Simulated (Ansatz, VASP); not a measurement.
## Na: VASP beside Ansatz

The input INCAR:

```
PREC = Accurate
ENCUT = 520
EDIFF = 1E-7
ISMEAR = 0
SIGMA = 0.15
LREAL = F
LASPH = T
NELM = 100
ALGO = Fast
ISIF = 2
LWAVE = F
LCHARG = F
GGA = PS
NBANDS = 14
```

The input KPOINTS:

```
Automatic mesh
0
Gamma
  12 12 10
```

Contents of POSCAR:

```
Na
1.0
    0.0000000000     -3.6649006073      0.0000000000
   -3.6649006073      0.0000000000      0.0000000000
    0.0000000000      0.0000000000     -5.1369399437
Na
2
Direct
    0.5000000000      0.6642007968      0.5000000000
    0.0000000000     -0.1642007968      0.0000000000
```

Input for Ansatz:

```yaml
crystal:
  lattice:
    - [0.0, -3.6649006073, 0.0]
    - [-3.6649006073, 0.0, 0.0]
    - [0.0, 0.0, -5.1369399437]
  atoms:
    - { symbol: Na, position: [0.5, 0.6642007968, 0.5] }
    - { symbol: Na, position: [0.0, -0.1642007968, 0.0] }
basis:
  ecutwfc: 520.0
kpoints:
  mp_grid: { grid: [12, 12, 10] }
hamiltonian:
  xc: pbesol
scf:
  occupations: { method: gaussian, width: 0.15 }
output:
  forces: true
  stress: true
  eigenvalues: true
```

Change from the starting cell: mode 4 frozen in at -0.612 Å, equal normal strain along x, y and z -0.0167.

Alike in both runs: task single point; functional PBEsol; k mesh 12 × 12 × 10; occupations gaussian, width 0.15 eV; no spin polarisation.

```csv
,VASP,Ansatz
version,VASP 6.6.1,Ansatz 0.2.0
potentials or method,"VASP PAW PBE potentials, release 64 (Na_pv), cutoff 520 eV","scalar-relativistic, plane waves, PAW"
valence electrons in the cell,14,18
```

|  | VASP | Ansatz | Ansatz less VASP |
| --- | --- | --- | --- |
| gap on the k mesh at the Fermi level (eV) | none | none | - |
| pressure (GPa) | 1.1 | 1.1 | 0.00 |
| traceless stress, the component that is largest in VASP (GPa) | -2.17 | -2.17 | +0.003 |
| rms of the force components (eV/Å) | 0.136 | 0.135 | -0.0004 |

VASP's potentials were made for PBE, not for PBEsol. Atom by atom the forces differ by 0.000 eV/Å (rms over components). A gap of «none» marks a metal or a gap that the smearing closes. With one functional, cell and mesh, what is left measures potentials, basis and numerics. VASP's potentials hold 14 valence electrons a cell and Ansatz's 18, so a difference there can come from the potentials and not from the codes.
